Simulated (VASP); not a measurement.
# Ta (a cell with a defect) in VASP: a series of runs

The runs below take Ta (a cell with a defect) through single point, with PBE.

Program: VASP 6.6.1. These are calculated values, not measurements. Logs are shortened: lines on timing, memory, paths and dates and some standing lists are left out, and cuts for length are marked.

### Step 1. The cell of the first run

The cell holds a defect, 7 atoms: a = 5.676 Å, b = 5.676 Å, c = 5.676 Å, α = 109.47°, β = 109.47°, γ = 109.47°.

### Step 2. Single point, PBE

INCAR

```
SYSTEM = Ta
PREC = Accurate
ENCUT = 520
EDIFF = 1E-7
ISMEAR = -1
SIGMA = 0.05
LREAL = .False.
LASPH = .True.
NELM = 60
ALGO = Normal
ISIF = 2
LWAVE = .False.
LCHARG = .False.
GGA = PE
NBANDS = 48
```

KPOINTS

```
Automatic mesh
0
Gamma
  3 3 3
  0 0 0
```

POSCAR

```
Ta
1.0
   -3.2768380000      3.2768380000      3.2768380000
    3.2768380000     -3.2768380000      3.2768380000
    3.2768380000      3.2768380000     -3.2768380000
Ta
7
Direct
   -0.0033265300      0.0042951467     -0.0094606447
   -0.0033129499     -0.0368332215      0.4917132003
   -0.0033121869      0.4953880845     -0.1098183676
    0.5289446717      0.0276371612      0.0239808926
    0.4877635086     -0.0135380510      0.4816481620
    0.5056163899      0.4953850328     -0.0094376042
    0.4644123390      0.4953664173      0.4917061814
```

Potentials or basis: VASP PAW PBE potentials, release 64 (Ta_pv).

On the command line:

```sh
$ cat potpaw_PBE.64/Ta_pv/POTCAR > POTCAR
$ mpirun -np 1 vasp_std > vasp.out
```

OUTCAR:

```text
SYSTEM = Ta
   PREC = Accurate
   ENCUT = 520
   EDIFF = 1E-7
   ISMEAR = -1
   LREAL = .False.
   LASPH = .True.
   NELM = 60
   ISIF = 2
   GGA = PE

 ion  position               nearest neighbor table
   1  0.997  0.004  0.991-   3 2.75   2 2.76   4 2.77   7 2.77   7 2.92   4 2.92   2 2.93   3 3.03
                             5 3.28   6 3.28   6 3.28   5 3.28
   2  0.997  0.963  0.492-   1 2.76   5 2.77   6 2.77   6 2.92   5 2.92   1 2.93   3 3.11   7 3.29
                             4 3.29   4 3.29   7 3.29   3 3.56
   3  0.997  0.495  0.890-   1 2.75   5 2.75   6 2.75   6 3.03   1 3.03   5 3.03   2 3.11   4 3.11
                             7 3.11   7 3.56   4 3.56   2 3.56
   4  0.529  0.028  0.024-   5 2.76   1 2.77   6 2.77   6 2.92   1 2.92   5 2.93   3 3.11   2 3.29
                             7 3.29   7 3.29   2 3.29   3 3.56
   5  0.488  0.986  0.482-   3 2.75   4 2.76   2 2.77   7 2.77   2 2.92   7 2.92   4 2.93   3 3.03
                             1 3.28   6 3.28   6 3.28   1 3.28
   6  0.506  0.495  0.991-   3 2.75   7 2.76   4 2.77   2 2.77   2 2.92   4 2.92   7 2.93   3 3.03
                             5 3.28   1 3.28   1 3.28   5 3.28
   7  0.464  0.495  0.492-   6 2.76   1 2.77   5 2.77   5 2.92   1 2.92   6 2.93   3 3.11   2 3.29
                             4 3.29   4 3.29   2 3.29   3 3.56

  LATTYP: Found a body centered cubic cell.
 ALAT       =     6.5536760000

  Lattice vectors:

 A1 = (  -3.2768380000,   3.2768380000,   3.2768380000)
 A2 = (   3.2768380000,  -3.2768380000,   3.2768380000)
 A3 = (   3.2768380000,   3.2768380000,  -3.2768380000)

Analysis of symmetry for initial positions (statically):
=====================================================================
 Subroutine PRICEL returns:
 Original cell was already a primitive cell.

 Routine SETGRP: Setting up the symmetry group for a
 body centered cubic supercell.

 Subroutine GETGRP returns: Found  1 space group operations
 (whereof  1 operations were pure point group operations)
 out of a pool of 48 trial point group operations.

The static configuration has the point symmetry C_1 .

Analysis of symmetry for dynamics (positions and initial velocities):
=====================================================================
 Subroutine PRICEL returns:
 Original cell was already a primitive cell.

 Routine SETGRP: Setting up the symmetry group for a
 body centered cubic supercell.

 Subroutine GETGRP returns: Found  1 space group operations
 (whereof  1 operations were pure point group operations)
 out of a pool of 48 trial point group operations.

The dynamic configuration has the point symmetry C_1 .

 Subroutine INISYM returns: Found  1 space group operations
 (whereof  1 operations are pure point group operations),
 and found     1 'primitive' translations

----------------------------------------------------------------------------------------

                                     Primitive cell

  volume of cell :     140.7424

  direct lattice vectors                    reciprocal lattice vectors
    -3.276838000  3.276838000  3.276838000     0.000000000  0.152586121  0.152586121
     3.276838000 -3.276838000  3.276838000     0.152586121  0.000000000  0.152586121
     3.276838000  3.276838000 -3.276838000     0.152586121  0.152586121  0.000000000

  length of vectors
     5.675649904  5.675649904  5.675649904     0.215789362  0.215789362  0.215789362

  position of ions in fractional coordinates (direct lattice)
     0.996673470  0.004295147  0.990539355
     0.996687050  0.963166779  0.491713200
     0.996687813  0.495388084  0.890181632
     0.528944672  0.027637161  0.023980893
     0.487763509  0.986461949  0.481648162
     0.505616390  0.495385033  0.990562396
     0.464412339  0.495366417  0.491706181

  ion indices of the primitive-cell ions
   primitive index   ion index
                 1           1
                 2           2
                 3           3
                 4           4
                 5           5
                 6           6
                 7           7

----------------------------------------------------------------------------------------

 KPOINTS: Automatic mesh

Automatic generation of k-mesh.
 Grid dimensions read from file:
 generate k-points for:    3    3    3

 Generating k-lattice:

  Cartesian coordinates                     Fractional coordinates (reciprocal lattice)
     0.000000000  0.050862040  0.050862040     0.333333333  0.000000000  0.000000000
     0.050862040  0.000000000  0.050862040     0.000000000  0.333333333  0.000000000
     0.050862040  0.050862040  0.000000000     0.000000000  0.000000000  0.333333333

  Length of vectors
     0.071929787  0.071929787  0.071929787

  Shift w.r.t. Gamma in fractional coordinates (k-lattice)
     0.000000000  0.000000000  0.000000000

 Subroutine IBZKPT returns following result:
 ===========================================

 Found     14 irreducible k-points:

 Following reciprocal coordinates:
            Coordinates               Weight
  0.000000  0.000000  0.000000      1.000000
  0.333333  0.000000  0.000000      2.000000
  0.000000  0.333333  0.000000      2.000000
  0.000000  0.000000  0.333333      2.000000
  0.333333  0.000000 -0.333333      2.000000
  0.333333 -0.333333  0.000000      2.000000
  0.000000  0.333333 -0.333333      2.000000
  0.333333  0.333333  0.000000      2.000000
  0.000000  0.333333  0.333333      2.000000
  0.333333  0.000000  0.333333      2.000000
 -0.333333 -0.333333 -0.333333      2.000000
 -0.333333  0.333333  0.333333      2.000000
  0.333333 -0.333333  0.333333      2.000000
  0.333333  0.333333 -0.333333      2.000000
   k-points           NKPTS =     14   k-points in BZ     NKDIM =     14   number of bands    NBANDS=     48
   number of dos      NEDOS =    301   number of ions     NIONS =      7
   total plane-waves  NPLWV =  74088
   dimension x,y,z NGX =    42 NGY =   42 NGZ =   42
   dimension x,y,z NGXF=    84 NGYF=   84 NGZF=   84
   ions per type =               7
   NGX,Y,Z   is equivalent  to a cutoff of  12.30, 12.30, 12.30 a.u.
   NGXF,Y,Z  is equivalent  to a cutoff of  24.60, 24.60, 24.60 a.u.
 SYSTEM =  Ta
   PREC   = accura    normal or accurate (medium, high low for compatibility)
   ISTART =      0    job   : 0-new  1-cont  2-samecut
   ICHARG =      2    charge: 1-file 2-atom 10-const
   ISPIN  =      1    spin polarized calculation?
   LNONCOLLINEAR =      F non collinear calculations
   LSORBIT =      F    spin-orbit coupling
   LASPH  =      T    aspherical Exc in radial PAW
   ENCUT  =  520.0 eV  38.22 Ry    6.18 a.u.  10.55 10.55 10.55*2*pi/ulx,y,z
   NELM   =     60;   NELMIN=  2; NELMDL= -5     # of ELM steps
   EDIFF  = 0.1E-06   stopping-criterion for ELM
   LREAL  =      F    real-space projection
   EDIFFG = 0.1E-05   stopping-criterion for IOM
   NSW    =      0    number of steps for IOM
   IBRION =     -1    ionic relax: 0-MD 1-quasi-New 2-CG
   NFREE  =      0    steps in history (QN), initial steepest desc. (CG)
   ISIF   =      2    stress and relaxation
   ISYM   =      2    0-nonsym 1-usesym 2-fastsym
   POTIM  = 0.5000    time-step for ionic-motion
   TEBEG  =    0.0;   TEEND  =   0.0 temperature during run
   PSTRESS=    0.0 pullay stress
   NELECT =      77.0000    total number of electrons
   NUPDOWN=      -1.0000    fix difference up-down
   EMIN   =  10.00;   EMAX   =-10.00  energy-range for DOS
   EFERMI =   0.00;   METHOD = LEGACY
   ISMEAR =    -1;   SIGMA  =   0.05  broadening in eV -4-tet -1-fermi 0-gaus
   EFERMI_NEDOS =   21; number of points for ismear=-14 and -15
   IALGO  =     38    algorithm
   IMIX   =      4    mixing-type and parameters
     AMIX     =   0.40;   BMIX     =  1.00
     AMIX_MAG =   1.60;   BMIX_MAG =  1.00
  volume/ion in A,a.u.               =      20.11       135.68
  Fermi-wavevector in a.u.,A,eV,Ry     =   1.338947  2.530243 24.392246  1.792779
  Thomas-Fermi vector in A             =   2.467378
   LORBIT       =      0    0 simple, 1 ext, 2 COOP (PROOUT), +10 PAW based schemes
   GGA     = PE    functional components
   LHFCALC =     F    Hartree Fock is set to
   AEXX    =    0.0000 exact exchange contribution
   IVDW    =     0    specifies the selected vdW correction
   LEPSILON=     F    determine dielectric tensor
   LRPA    =     F    only Hartree local field effects (RPA)
 non-spin polarized calculation
  energy-cutoff  :      520.00
  volume of cell :      140.74
 maximum number of plane-waves:      3811
 NGX is ok and might be reduce to    42
   NGX = 21   NGY = 21   NGZ = 21

 number of electron      76.9999998 magnetization

 Free energy of the ion-electron system (eV)
  ---------------------------------------------------
  ext. energy  EPLUGINS =         0.00000000
  ---------------------------------------------------
  free energy    TOTEN  =       -79.46145364 eV

  energy without entropy =      -79.38157158  energy(sigma->0) =      -79.42151261

 E-fermi :   4.7654     XC(G=0): -11.9389

 val. band max:        4.7258189512   @ k =   0.3333   0.0000   0.0000
 cond. band min:       4.7840200826   @ k =   0.3333  -0.3333   0.0000
 fundamental gap:      0.0582011314
 Fermi energy:         4.7653882615

 k-point     1 :       0.0000    0.0000    0.0000
  band No.  band energies     occupation
      1     -29.8269      2.00000
      2     -29.8269      2.00000
      3     -29.7836      2.00000
      4     -29.7376      2.00000
      5     -29.7209      2.00000
      6     -29.7209      2.00000
[... 40 lines left out ...]
     47       8.3435      0.00000
     48       8.3436      0.00000

 k-point     2 :       0.3333    0.0000    0.0000
  band No.  band energies     occupation
      1     -29.7438      2.00000
      2     -29.7025      2.00000
      3     -29.6866      2.00000
      4     -29.6237      2.00000
      5     -29.6076      2.00000
      6     -29.5722      2.00000
[... 40 lines left out ...]
     47       7.7848      0.00000
     48       7.9985      0.00000

 k-point     3 :       0.0000    0.3333    0.0000
  band No.  band energies     occupation
      1     -29.7438      2.00000
      2     -29.7025      2.00000
      3     -29.6866      2.00000
      4     -29.6237      2.00000
      5     -29.6076      2.00000
      6     -29.5722      2.00000
[... 40 lines left out ...]
     47       7.7851      0.00000
     48       8.0269      0.00000

 k-point     4 :       0.0000    0.0000    0.3333
  band No.  band energies     occupation
      1     -29.7615      2.00000
      2     -29.7469      2.00000
      3     -29.6495      2.00000
      4     -29.6490      2.00000
      5     -29.6182      2.00000
      6     -29.5108      2.00000
[... 448 lines left out ...]
     47       7.3535      0.00000
     48       7.3603      0.00000

 k-point    13 :       0.3333   -0.3333    0.3333
  band No.  band energies     occupation
      1     -29.6535      2.00000
      2     -29.6259      2.00000
      3     -29.5801      2.00000
      4     -29.5107      2.00000
      5     -29.4965      2.00000
      6     -29.4063      2.00000
[... 40 lines left out ...]
     47       7.3535      0.00000
     48       7.3603      0.00000

 k-point    14 :       0.3333    0.3333   -0.3333
  band No.  band energies     occupation
      1     -29.6535      2.00000
      2     -29.6259      2.00000
      3     -29.5801      2.00000
      4     -29.5107      2.00000
      5     -29.4965      2.00000
      6     -29.4062      2.00000
[... 40 lines left out ...]
     47       7.3535      0.00000
     48       7.3604      0.00000

------------------------ aborting loop because EDIFF is reached ----------------------------------------

  FORCE on cell =-STRESS in cart. coord.  units (eV):
  Direction    XX          YY          ZZ          XY          YZ          ZX
  --------------------------------------------------------------------------------------
  -------------------------------------------------------------------------------------
  Total       -1.9202818     -1.9221906     -1.9216618     -1.0794438      1.0782231      1.0796472
  in kB      -21.8600239    -21.8817535    -21.8757342    -12.2881281     12.2742316     12.2904427
  external PRESSURE =     -21.8725039 kB  Pullay stress =       0.0000000 kB

 VOLUME and BASIS-vectors are now :
 -----------------------------------------------------------------------------
  energy-cutoff  :      520.00
  volume of cell :      140.74
      direct lattice vectors                 reciprocal lattice vectors
    -3.276838000  3.276838000  3.276838000     0.000000000  0.152586121  0.152586121
     3.276838000 -3.276838000  3.276838000     0.152586121  0.000000000  0.152586121
     3.276838000  3.276838000 -3.276838000     0.152586121  0.152586121  0.000000000

 POSITION                                       TOTAL-FORCE (eV/Angst)
 -----------------------------------------------------------------------------------
     -0.00603      6.49770      0.03418        -0.025563     -0.002425      0.002747
      1.50142      1.72110      4.81086        -0.002833     -0.030903      0.030854
      1.27430      4.55966      1.97231         0.095851      0.096137     -0.095851
     -1.56412      1.72129      1.74525        -0.031048     -0.031346      0.002479
      3.21244     -0.05587      3.25252        -0.002948     -0.002970      0.025849
      3.21239      3.27944      0.03421        -0.002488     -0.025905      0.002389
      1.71267      1.50981      1.53380        -0.030971     -0.002588      0.031533
 -----------------------------------------------------------------------------------
    total drift:                                0.000040      0.000045      0.000099

  FREE ENERGIE OF THE ION-ELECTRON SYSTEM (eV)
  ---------------------------------------------------
  free  energy   TOTEN  =       -79.4614536429 eV

  energy  without entropy=      -79.3815715841  energy(sigma->0) =      -79.42151261
```

It used 350 s of CPU time on 1 thread of AMD EPYC 7R13 Processor (Zen 3) (shared host).

What came out:

| Item | Value |
| --- | --- |
| Free energy | -79.4615 eV |
| Pressure | -2.2 GPa |
| Largest force | 0.166 eV/Å |

Forces on the atoms (eV/Å):
```
Ta  -0.026 -0.002  0.003
Ta  -0.003 -0.031  0.031
Ta   0.096  0.096 -0.096
Ta  -0.031 -0.031  0.002
Ta  -0.003 -0.003  0.026
Ta  -0.002 -0.026  0.002
Ta  -0.031 -0.003  0.032
```

Stress tensor (GPa, compression positive):
```
-2.19 -1.23  1.23
-1.23 -2.19  1.23
 1.23  1.23 -2.19
```

Caveat: the k points lie up to 0.45 Å⁻¹ apart; spin-orbit coupling is left out, which moves the levels of the heavy elements.

(Part 1 of 2 ends here.)
